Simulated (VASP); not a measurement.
Set up this calculation in VASP 6.6.1, as the native input.

| Quantity | Value |
| --- | --- |
| Task | single point |
| Functional | PBE |
| Potentials or basis | VASP PAW PBE potentials, release 64 (Sn_d, As) |
| Cutoff | 520 eV |
| k mesh | 6 × 6 × 6 |
| Occupations | gaussian, width 0.1 eV |
| Spin | no spin polarisation |
| Dipole correction | no |
| Further INCAR settings | ALGO = Fast; EDIFF = 1e-06; NBANDS = 34 |

The structure of Sn3As2 lies in POSCAR:

```
Sn3As2
1.0
    2.0935000000      1.2086827900      8.3204644800
   -2.0935000000      1.2086827900      8.3204644800
    0.0000000000     -2.4173655800      8.3204644800
Sn As
3 2
Direct
    0.7006498600      0.7006498600      0.7006498600
    0.2993501400      0.2993501400      0.2993501400
    0.5000000000      0.5000000000      0.5000000000
    0.5976708300      0.5976708300      0.5976708300
    0.4023291700      0.4023291700      0.4023291700
```

One way to write it, as run:

INCAR

```
PREC = Accurate
ENCUT = 520
EDIFF = 1E-6
ISMEAR = 0
SIGMA = 0.1
LREAL = False
LASPH = True
NELM = 100
ALGO = Fast
ISIF = 2
LWAVE = False
LCHARG = True
GGA = PE
LELF = True
LVHAR = True
NBANDS = 34
```

KPOINTS

```
regular mesh
0
Gamma
  6 6 6
```

Potentials or basis: VASP PAW PBE potentials, release 64 (Sn_d, As).

Run with:

```sh
$ cat potpaw_PBE.64/Sn_d/POTCAR potpaw_PBE.64/As/POTCAR > POTCAR
$ mpirun -np 1 vasp_std > vasp.out
```

It gave:

| Item | Value |
| --- | --- |
| Pressure | 26.5 GPa |
| Largest force | 2.377 eV/Å |
| Band gap on the k mesh | zero (bands 26 and 27 overlap by 0.40 eV) |

Caveat: the stress differs along the axes, from 19 to 41 GPa; semilocal functionals underestimate gaps, and a narrow one can read as zero; spin-orbit coupling is left out, which moves the levels of the heavy elements; forces of over 1 eV/Å act on the atoms, so gaps and moduli don't describe the material at rest.

Wall time 17 min on 1 thread of AMD EPYC 7R13, with other jobs on the host, peak memory 0.6 GiB.
